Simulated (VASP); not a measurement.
Al: single point with LDA

Al:

```
Al
1.0
     0.00000    1.99483    1.99483
     1.99483    0.00000    1.99483
     1.99483    1.99483    0.00000
Al
1
Cartesian
  0.0000 0.0000 0.0000
```

* Program: VASP 6.6.1
* Task: single point
* Functional: LDA
* Potentials or basis: VASP PAW LDA potentials, release 64 (Al)
* Cutoff: 500 eV
* k mesh: 9 × 9 × 9
* Occupations: fermi-dirac, width 0.05 eV
* Spin: no spin polarisation

The pressure is 0.1 GPa.

Levels at points of the mesh, in eV from the Fermi level:
```tsv
k point	band 1	band 2	band 3	band 4
(0.00, 0.00, 0.00)	-11.34	12.81	12.81	12.81
```

It took 1.6 s on 1 thread of Intel(R) Xeon(R) 6975P-C (Granite Rapids), with other jobs on the host, peak memory 0.11 GiB.
